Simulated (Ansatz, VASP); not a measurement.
# K4Cl3 in VASP and in Ansatz

```
K Cl
1.0
     9.32038    0.00000    0.00000
    -4.66019    8.07168    0.00000
     0.00000    0.00000    4.47303
K Cl
4 3
Direct
  0.17559 0.82441 0.50000
  0.17559 0.35118 0.50000
  0.64882 0.82441 0.50000
  0.66667 0.33333 0.00000
  0.81336 0.18664 0.50000
  0.81336 0.62672 0.50000
  0.37328 0.18664 0.50000
```

Alike in both runs: functional PBE; k mesh 3 × 3 × 4; occupations gaussian, width 0.1 eV; no spin polarisation.

Ansatz relaxed the structure, and its values are those at the end. VASP's run is a single point on that final structure, the one shown.

|  | VASP | Ansatz |
| --- | --- | --- |
| version | VASP 6.6.1 | Ansatz 0.2.0 |
| potentials or method | VASP PAW PBE potentials, release 64 (K_sv, Cl), cutoff 520 eV | scalar-relativistic, plane waves, PAW |
| valence electrons in the cell | 57 | 57 |

|  | VASP | Ansatz | Ansatz less VASP |
| --- | --- | --- | --- |
| gap on the k mesh at the Fermi level (eV) | none | none | - |
| pressure (GPa) | 0.2 | 0.2 | -0.01 |
| rms of the force components (eV/Å) | 0.015 | 0.011 | -0.0040 |

A gap of «none» marks a metal or a gap that the smearing closes.
